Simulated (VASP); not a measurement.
Runs of VASP 6.6.1 on V2I. The structure is that of space group P6/mmm (No. 191), or close to it. The cells are those of the table. 

| task | spin | cell | k mesh | cutoff (eV) | gap on the mesh (eV) | pressure (GPa) | relaxed volume (Å³/atom) |
| --- | --- | --- | --- | --- | --- | --- | --- |
| relaxation of cell and atoms | off | relaxed from a = 4.216, b = 4.216, c = 3.414 Å, angles 90.0, 90.0, 120.0°, 3 atoms | 6 × 6 × 6 | 600 | none | 0.2 | 17.45 |
| relaxation of cell and atoms | off | relaxed from a = 4.091, b = 4.091, c = 4.418 Å, angles 90.0, 90.0, 120.0°, 3 atoms | 6 × 6 × 4 | 600 | none | 0.1 | 17.56 |
| single point | collinear, ferromagnetic start | a = 4.091, b = 4.091, c = 4.418 Å, angles 90.0, 90.0, 120.0°, 3 atoms | 6 × 6 × 4 | 520 | none | -6.0 | - |
| single point | off | a = 4.236, b = 4.236, c = 3.376 Å, angles 90.0, 90.0, 120.0°, 3 atoms | 12 × 12 × 14 | 520 | none | (a) | - |

Alike in all rows: level r2SCAN; potentials or basis VASP PAW PBE potentials, release 64 (V_sv, I); smearing gaussian 0.1 eV.

Q: Fill in the values left out.

A: (a) 0.3.

Caveats: the PAW data sets were made with another functional, which shifts forces and pressure a little; spin-orbit coupling is left out, which moves the levels of the heavy elements; an odd number of electrons without spin polarisation forces a metal (at least some runs); a magnetic or distorted state may lie lower (at least some runs); the volume moved by over 15 % at a fixed basis, so the end points are rough (at least some runs); the cell stands under tension (at least some runs).

A k mesh can miss the band edges, and the runs leave out spin-orbit coupling on I.

A gap of «none» marks levels without a gap at the run's occupations.
